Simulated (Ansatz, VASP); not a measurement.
**AgCl in VASP and in Ansatz**

```
Ag Cl
1.0
    -0.01339    2.67037    2.67037
     2.67037   -0.01339    2.67037
     2.67037    2.67037   -0.01339
Ag Cl
1 1
Direct
  0.00000 0.00000 0.00000
  0.50000 0.50000 0.50000
```

Change from the starting cell: equal xy, yz and zx engineering shears of -0.5 %.

Alike in both runs: functional LDA; k mesh 8 × 8 × 8; non-collinear spin, spin-orbit coupling.

Ansatz relaxed the structure, and its values are those at the end. VASP's run is a single point on that final structure, the one shown.

|  | VASP | Ansatz |
| --- | --- | --- |
| version | VASP 6.6.1 | Ansatz 0.2.0 |
| potentials or method | VASP PAW LDA potentials, release 64 (Ag, Cl), cutoff 520 eV | all-electron LAPW |
| occupations | gaussian, width 0.01 eV | fixed |

```csv
,VASP,Ansatz,Ansatz less VASP
pressure (GPa),0.0,0.0,-0.01
```

LDA's correlation is that of Perdew and Zunger in VASP and of Perdew and Wang (1992) in Ansatz. Ansatz ran all-electron here, and VASP with PAW potentials.
